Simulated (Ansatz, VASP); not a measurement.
**Al4FeCo3 in VASP and in Ansatz**

```
Al Fe Co
1.0
     5.70847    0.00000    0.00000
     0.00000    5.70847    0.00000
     0.00000    0.00000    2.85748
Al Fe Co
4 1 3
Direct
  0.74750 0.74750 0.00000
  0.74750 0.25250 0.00000
  0.25250 0.74750 0.00000
  0.25250 0.25250 0.00000
  0.50000 0.50000 0.50000
  0.50000 0.00000 0.50000
  0.00000 0.50000 0.50000
  0.00000 0.00000 0.50000
```

Alike in both runs: functional PBE; k mesh 8 × 8 × 14; occupations gaussian, width 0.1 eV; no spin polarisation.

Ansatz relaxed the structure, and its values are those at the end. VASP's run is a single point on that final structure, the one shown.

|  | VASP | Ansatz |
| --- | --- | --- |
| version | VASP 6.6.1 | Ansatz 0.2.0 |
| potentials or method | VASP PAW PBE potentials, release 64 (Al, Fe, Co), cutoff 520 eV | scalar-relativistic, plane waves, PAW |
| valence electrons in the cell | 47 | 79 |

```tsv
	VASP	Ansatz	Ansatz less VASP
gap on the k mesh at the Fermi level (eV)	none	none	-
pressure (GPa)	-0.1	0.0	+0.08
```

A gap of «none» marks a metal or a gap that the smearing closes. VASP's potentials hold 47 valence electrons a cell and Ansatz's 79, so a difference there can come from the potentials and not from the codes.
